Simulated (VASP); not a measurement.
# Si (Fddd) in VASP: further runs, part 2 of 2

VASP 6.6.1. Earlier steps stand in the parts before.

## 3. Single point, LDA

Contents of INCAR:

```
ALGO = Normal
EDIFF = 1E-6
ENCUT = 520
GGA = CA
ISIF = 2
ISMEAR = 0
LASPH = True
LCHARG = False
LREAL = False
LWAVE = False
NBANDS = 11
NELM = 60
PREC = Accurate
SIGMA = 0.05
```

Contents of KPOINTS:

```
k-points
0
Gamma
  12 12 12
```

Contents of POSCAR:

```
Si
1.0
    0.0000000000      2.9236148535      2.7007989409
    2.4779830283      0.0000000000      2.7007989409
    2.4779830283      2.9236148535      0.0000000000
Si
2
Direct
    0.5000000000      0.5000000000      0.5000000000
    0.7500000000      0.7500000000      0.7500000000
```

Potentials or basis: VASP PAW LDA potentials, release 64 (Si).

On the command line:

```bash
$ cat potpaw_LDA.64/Si/POTCAR > POTCAR
$ mpirun -np 1 vasp_std > vasp.out
```

OUTCAR:

```text
EDIFF = 1E-6
   ENCUT = 520
   GGA = CA
   ISIF = 2
   ISMEAR = 0
   LASPH = True
   LREAL = False
   NELM = 60
   PREC = Accurate

 ion  position               nearest neighbor table
   1  0.500  0.500  0.500-   2 2.34   2 2.34   2 2.34   2 2.34
   2  0.750  0.750  0.750-   1 2.34   1 2.34   1 2.34   1 2.34

  LATTYP: Found a face centered orthorhombic cell.
 ALAT       =     4.9559660566
 B/A-ratio  =     1.0899182561
 C/A-ratio  =     1.1798365122

  Lattice vectors:

 A1 = (   0.0000000000,   2.9236148535,  -2.7007989409)
 A2 = (   2.4779830283,   2.9236148535,   0.0000000000)
 A3 = (   2.4779830283,   0.0000000000,  -2.7007989409)

Analysis of symmetry for initial positions (statically):
=====================================================================
 Subroutine PRICEL returns:
 Original cell was already a primitive cell.

 Routine SETGRP: Setting up the symmetry group for a
 face centered orthorhombic supercell.

 Subroutine GETGRP returns: Found  8 space group operations
 (whereof  4 operations were pure point group operations)
 out of a pool of  8 trial point group operations.

The static configuration has the point symmetry D_2 .
 The point group associated with its full space group is D_2h.

Analysis of symmetry for dynamics (positions and initial velocities):
=====================================================================
 Subroutine PRICEL returns:
 Original cell was already a primitive cell.

 Routine SETGRP: Setting up the symmetry group for a
 face centered orthorhombic supercell.

 Subroutine GETGRP returns: Found  8 space group operations
 (whereof  4 operations were pure point group operations)
 out of a pool of  8 trial point group operations.

The dynamic configuration has the point symmetry D_2 .
 The point group associated with its full space group is D_2h.

 Subroutine INISYM returns: Found  8 space group operations
 (whereof  4 operations are pure point group operations),
[... 117 lines left out ...]
  volume/ion in A,a.u.               =      19.57       132.04
  Fermi-wavevector in a.u.,A,eV,Ry     =   0.964402  1.822455 12.654376  0.930070
  Thomas-Fermi vector in A             =   2.094030
   LORBIT       =      0    0 simple, 1 ext, 2 COOP (PROOUT), +10 PAW based schemes
   GGA     = CA    functional components
   LHFCALC =     F    Hartree Fock is set to
   AEXX    =    0.0000 exact exchange contribution
   IVDW    =     0    specifies the selected vdW correction
   LEPSILON=     F    determine dielectric tensor
   LRPA    =     F    only Hartree local field effects (RPA)
 non-spin polarized calculation
 Gauss-broadening in eV      SIGMA  =   0.05
  energy-cutoff  :      520.00
  volume of cell :       39.13
 maximum number of plane-waves:      1070
 NGX is ok and might be reduce to    30
   NGX = 15   NGY = 13   NGZ = 15

 number of electron       8.0000000 magnetization

 Free energy of the ion-electron system (eV)
  ---------------------------------------------------
  ext. energy  EPLUGINS =         0.00000000
  ---------------------------------------------------
  free energy    TOTEN  =       -11.76640234 eV

  energy without entropy =      -11.76622280  energy(sigma->0) =      -11.76631257

 E-fermi :   6.1180     XC(G=0):  -9.7134

 val. band max:        6.0591378389   @ k =  -0.0833   0.3333   0.3333
 cond. band min:       6.1324020255   @ k =   0.0833   0.0000   0.0833
 fundamental gap:      0.0732641866
 Fermi energy:         6.1180089825

 k-point     1 :       0.0000    0.0000    0.0000
  band No.  band energies     occupation
      1      -6.0884      2.00000
      2       5.3962      2.00000
      3       6.1385      0.56230
      4       6.5807      0.00000
      5       8.3565      0.00000
      6       8.6879      0.00000
      7       8.9376      0.00000
      8       9.1898      0.00000
      9      12.5165      0.00000
     10      13.8367      0.00000
     11      14.8703      0.00000
[... 309 lines left out ...]
 k-point    24 :      -0.4167    0.1667    0.0000
  band No.  band energies     occupation
      1      -3.3792      2.00000
      2      -0.8419      2.00000
      3       2.8700      2.00000
      4       4.4387      2.00000
      5       7.8386      0.00000
      6       9.5812      0.00000
      7      11.3906      0.00000
      8      13.4488      0.00000
      9      14.1410      0.00000
     10      15.8733      0.00000
     11      17.6243      0.00000

 [... further k-points ...]
[... 5 lines left out ...]
  --------------------------------------------------------------------------------------
  -------------------------------------------------------------------------------------
  Total        1.4546300     -2.0690147      0.5123391      0.0000000      0.0000000      0.0000000
  in kB       59.5555694    -84.7097554     20.9762267      0.0000000      0.0000000      0.0000000
  external PRESSURE =      -1.3926531 kB  Pullay stress =       0.0000000 kB

 VOLUME and BASIS-vectors are now :
 -----------------------------------------------------------------------------
  energy-cutoff  :      520.00
  volume of cell :       39.13
      direct lattice vectors                 reciprocal lattice vectors
     0.000000000  2.923614854  2.700798941    -0.201777007  0.171021159  0.185130404
     2.477983028  0.000000000  2.700798941     0.201777007 -0.171021159  0.185130404
     2.477983028  2.923614854  0.000000000     0.201777007  0.171021159 -0.185130404

 POSITION                                       TOTAL-FORCE (eV/Angst)
 -----------------------------------------------------------------------------------
      2.47798      2.92361      2.70080         0.000000     -0.000000      0.000000
      3.71697      4.38542      4.05120         0.000000      0.000000     -0.000000
 -----------------------------------------------------------------------------------
    total drift:                                0.000000     -0.000000     -0.000000

  FREE ENERGIE OF THE ION-ELECTRON SYSTEM (eV)
  ---------------------------------------------------
  free  energy   TOTEN  =       -11.7664023426 eV

  energy  without entropy=      -11.7662228024  energy(sigma->0) =      -11.76631257
```

It took 75 s on 1 thread of Intel Xeon Platinum 8259CL at 2.50GHz (Skylake/Cascade Lake), shared host; peak memory 0.2 GiB.

What came out:

| Property | Result |
| --- | --- |
| Free energy | -11.7664 eV |
| Pressure | -0.1 GPa |
| Band gap on the k mesh | zero (band 4 reaches 6.58 eV, above the bottom of band 5 at 5.73 eV) |

Levels at points of the mesh, in eV from the Fermi level:
| k point | band 2 | band 3 | band 4 | band 5 | band 6 | band 7 |
| --- | --- | --- | --- | --- | --- | --- |
| (0.00, 0.00, 0.00) | -0.72 | 0.02 | 0.46 | 2.24 | 2.57 | 2.82 |
| (0.50, 0.00, 0.00) | -7.18 | -1.98 | -0.63 | 0.81 | 2.94 | 4.18 |
| (0.50, 0.50, 0.00) | -7.97 | -2.91 | -2.91 | 0.55 | 0.55 | 8.35 |
| (0.50, 0.00, 0.50) | -8.46 | -2.31 | -2.31 | 1.18 | 1.18 | 9.36 |
| (0.00, 0.50, 0.50) | -7.46 | -3.59 | -3.59 | -0.15 | -0.15 | 9.24 |

Caveat: the cell differs from its parent crystal (strain +e along x and -e along y -0.0825, strain +e along z and -e/2 along x and y +0.0000).

## 4. Single point, LDA

Contents of INCAR:

```
PREC = Accurate
ENCUT = 520
EDIFF = 1E-6
ISMEAR = 0
SIGMA = 0.05
LREAL = F
LASPH = T
NELM = 80
ALGO = Normal
ISIF = 2
LWAVE = F
LCHARG = F
NBANDS = 11
```

Contents of KPOINTS:

```
Automatic mesh
0
Gamma
  12 12 12
```

Contents of POSCAR:

```
Si
1.0
    0.0000000000      2.8729748734      2.6535349594
    2.5758869899      0.0000000000      2.6535349594
    2.5758869899      2.8729748734      0.0000000000
Si
2
Direct
    0.5000000000      0.5000000000      0.5000000000
    0.7500000000      0.7500000000      0.7500000000
```

On the command line:

```bash
$ cat potpaw_LDA.64/Si/POTCAR > POTCAR
$ mpirun -np 1 vasp_std > vasp.out
```

It took 84 s on 1 thread of Intel Xeon Platinum 8259CL at 2.50GHz (Skylake/Cascade Lake), shared host; peak memory 0.21 GiB.

The run converged. Its results:

| Property | Result |
| --- | --- |
| Free energy | -11.8387 eV |
| Pressure | 0.1 GPa |
| Band gap on the k mesh | zero (band 4 reaches 6.32 eV, above the bottom of band 5 at 6.02 eV) |

Stress tensor (GPa, compression positive):
```
 4.39  0.00  0.00
 0.00 -6.85  0.00
 0.00  0.00  2.63
```

Levels at points of the mesh, in eV from the Fermi level:
| k point | band 2 | band 3 | band 4 | band 5 | band 6 | band 7 |
| --- | --- | --- | --- | --- | --- | --- |
| (0.00, 0.00, 0.00) | -0.69 | -0.03 | 0.14 | 2.21 | 2.33 | 2.59 |
| (0.50, 0.00, 0.00) | -7.28 | -1.90 | -0.91 | 0.94 | 3.03 | 3.56 |
| (0.50, 0.50, 0.00) | -7.96 | -3.20 | -3.20 | 0.26 | 0.26 | 8.88 |
| (0.50, 0.00, 0.50) | -8.45 | -2.59 | -2.59 | 0.90 | 0.90 | 9.82 |
| (0.00, 0.50, 0.50) | -7.79 | -3.43 | -3.43 | 0.02 | 0.02 | 9.19 |

Caveat: the cell differs from its parent crystal (strain +e along x and -e along y -0.0550, strain +e along z and -e/2 along x and y -0.0175).

## 5. Single point, LDA

Contents of INCAR:

```
SYSTEM = Si
ALGO = Normal ; EDIFF = 1E-6
ENCUT = 520 ; GGA = CA
ISIF = 2 ; ISMEAR = 0
LASPH = .True. ; LCHARG = .True.
LELF = .True. ; LREAL = .False.
LVHAR = .True. ; LWAVE = .False.
NBANDS = 11 ; NELM = 100
PREC = Accurate ; SIGMA = 0.05
```

Contents of KPOINTS:

```
k-points
0
Gamma
  12 12 12
  0 0 0
```

Contents of POSCAR:

```
Si
1.0
    0.0000000000      2.6805429488      2.8898548668
    2.5319990071      0.0000000000      2.8898548668
    2.5319990071      2.6805429488      0.0000000000
Si
2
Direct
    0.5000000000      0.5000000000      0.5000000000
    0.7500000000      0.7500000000      0.7500000000
```

On the command line:

```bash
$ cat potpaw_LDA.64/Si/POTCAR > POTCAR
$ mpirun -np 1 vasp_std > vasp.out
```

It took 77 s on 1 thread of Intel Xeon Platinum 8259CL at 2.50GHz (Skylake/Cascade Lake), shared host; peak memory 0.21 GiB.

The run converged. Its results:

```
Free energy            : -11.8143 eV
Pressure               : 0.0 GPa
Band gap on the k mesh : zero (band 4 reaches 6.43 eV, above the bottom of band 5 at 5.88 eV)
```

Stress tensor (GPa, compression positive):
```
 5.10  0.00  0.00
 0.00  2.13  0.00
 0.00  0.00 -7.34
```

Levels at points of the mesh, in eV from the Fermi level:
| k point | band 1 | band 2 | band 3 | band 4 | band 5 | band 6 | band 7 | band 8 |
| --- | --- | --- | --- | --- | --- | --- | --- | --- |
| (0.00, 0.00, 0.00) | -12.25 | -0.69 | -0.03 | 0.28 | 2.21 | 2.43 | 2.68 | 3.08 |
| (0.50, 0.00, 0.00) | -9.84 | -7.24 | -1.92 | -0.80 | 0.90 | 2.97 | 3.82 | 7.54 |
| (0.50, 0.50, 0.00) | -8.45 | -8.45 | -2.49 | -2.49 | 1.00 | 1.00 | 9.60 | 9.60 |
| (0.50, 0.00, 0.50) | -7.98 | -7.98 | -3.06 | -3.06 | 0.40 | 0.40 | 8.66 | 8.66 |
| (0.00, 0.50, 0.50) | -7.64 | -7.64 | -3.51 | -3.51 | -0.06 | -0.06 | 9.26 | 9.26 |

Caveat: the cell differs from its parent crystal (strain +e along x and -e along y -0.0275, strain +e along z and -e/2 along x and y +0.0700).

## 6. Summary

```csv
cell,gap on the mesh (eV),pressure (GPa)
"a = 4.035, b = 3.616, c = 3.843 Å, angles 65.4, 54.6, 60.0°, 2 atoms",none,-0.3
"a = 3.980, b = 3.665, c = 3.832 Å, angles 64.1, 55.9, 60.0°, 2 atoms",none,-0.1
"a = 3.911, b = 3.698, c = 3.859 Å, angles 62.3, 56.8, 60.9°, 2 atoms",none,0.1
"a = 3.942, b = 3.842, c = 3.687 Å, angles 63.1, 60.4, 56.5°, 2 atoms",none,0.0
```

Alike in all rows: task single point; level LDA; potentials or basis VASP PAW LDA potentials, release 64 (Si); no spin polarisation; k mesh 12 × 12 × 12; cutoff (eV) 520; smearing gaussian 0.05 eV.

Absolute energies hang on the potentials; compare differences alone.
